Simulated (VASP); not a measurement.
The system is InSe.

```
In Se
1.0
     4.05000    0.00000    0.00000
    -2.02500    3.50740    0.00000
     0.00000    0.00000   16.93000
In Se
4 4
Direct
  0.66667 0.33333 0.84300
  0.33333 0.66667 0.34300
  0.66667 0.33333 0.65700
  0.33333 0.66667 0.15700
  0.66667 0.33333 0.39800
  0.33333 0.66667 0.89800
  0.66667 0.33333 0.10200
  0.33333 0.66667 0.60200
```

- Program: VASP 6.6.1
- Task: relaxation of cell and atoms
- Functional: PBE
- Potentials or basis: VASP PAW PBE potentials, release 64 (In_d, Se)
- Cutoff: 600 eV
- k mesh: 8 × 8 × 2
- Occupations: fermi-dirac, width 0.05 eV
- Spin: no spin polarisation

At the start: pressure 7.7 GPa; volume 30.06 Å³/atom.

Where does the relaxation end?

Over 28 steps the energy falls by 242.3 meV/atom and the volume is 33.18 Å³/atom (+10.4 %); space group P6_3/mmc (No. 194, to 0.1 Å) before and after.

Step by step:
```
step  energy change (eV)  largest force (eV/Å)  pressure (GPa)  volume (Å³)
   1              0.0000                2.8927            7.68       240.49
   2             -1.1714                0.4668           -4.10       293.69
   3             -1.5696                0.7919           -1.47       273.14
   4             -1.7534                0.4148           -0.92       264.44
   5             -1.8207                0.1428           -0.12       255.78
   6             -1.8877                0.1036            0.38       251.60
   7             -1.9010                0.1335            0.81       248.38
   8             -1.9070                0.1975           -0.40       253.84
   9             -1.9134                0.0726            0.08       251.56
  10             -1.9150                0.0707            0.04       252.17
  11             -1.9168                0.0664           -0.04       253.26
  12             -1.9166                0.0583           -0.19       255.45
  13             -1.9174                0.0629           -0.10       254.23
  14             -1.9183                0.0504           -0.07       254.36
  15             -1.9202                0.0313            0.02       254.74
  16             -1.9212                0.1203            0.19       255.50
  17             -1.9213                0.0978            0.13       255.31
  18             -1.9228                0.0976            0.10       255.90
  19             -1.9264                0.0985            0.00       257.68
  20             -1.9305                0.0976           -0.19       261.24
  21             -1.9293                0.0912           -0.53       268.36
  22             -1.9316                0.0950           -0.32       263.90
  23             -1.9337                0.0836           -0.25       264.09
  24             -1.9377                0.0477           -0.03       264.66
  25             -1.9337                0.0444            0.45       265.72
  26             -1.9383                0.0264            0.10       264.93
  27             -1.9383                0.0275            0.09       264.91
  28             -1.9385                0.0040            0.03       265.46
```

Final structure:
```xyz
8
Lattice="4.0865 0.0000 0.0000 -2.0432 3.5390 0.0000 0.0000 0.0000 18.3558" Properties=species:S:1:pos:R:3 pbc="T T T"
In    2.0432    1.1797   15.1794
In    0.0000    2.3593    6.0015
In    2.0432    1.1797   12.3543
In    0.0000    2.3593    3.1764
Se    2.0432    1.1797    7.2772
Se    0.0000    2.3593   16.4551
Se    2.0432    1.1797    1.9007
Se    0.0000    2.3593   11.0787
```

Caveat: this functional lacks dispersion, which binds layers or chains, so the pressure and a relaxed spacing across them are unreliable.
